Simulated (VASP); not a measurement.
TiSi2, 6 atoms in the cell. It takes space group C2/c (No. 15, monoclinic). Conventional cell: a = 4.738 Å, b = 8.496 Å, c = 4.639 Å, α = 90.00°, β = 119.70°, γ = 90.00°. Within 3.3 Å of Ti (site symmetry 2) lie 10 Si at 2.53 to 2.73 Å and 4 Ti at 3.14 to 3.18 Å. Within 3.3 Å of Si (site symmetry 1) lie 9 Si at 2.51 to 3.17 Å and 5 Ti at 2.53 to 2.73 Å.  This cell differs from its parent crystal: strain along c alone, the other axes held: -2.0 %, then relaxed in part.

- Program: VASP 6.6.1
- Task: single point
- Functional: PBEsol
- Potentials or basis: VASP PAW PBE potentials, release 64 (Ti_sv, Si)
- Cutoff: 520 eV
- k mesh: 10 × 10 × 10
- Occupations: gaussian, width 0.1 eV
- Spin: no spin polarisation
- Dipole correction: no
- Further INCAR settings: ALGO = Normal; EDIFF = 1e-06; NBANDS = 29

Potentials or basis: VASP PAW PBE potentials, release 64 (Ti_sv, Si).

The run is started by

```bash
$ cat potpaw_PBE.64/Ti_sv/POTCAR potpaw_PBE.64/Si/POTCAR > POTCAR
$ mpirun -np 1 vasp_std > vasp.out
```

Hardware: 1 thread of AMD EPYC 9R45 96-Core Processor (Zen 5), on a shared host.

How long does it take, and how much memory?

Run time: 8.1 min on 1 thread of AMD EPYC 9R45 96-Core Processor (Zen 5) (shared host), peak memory 0.59 GiB. Counts: scf iterations 14, k points 282.
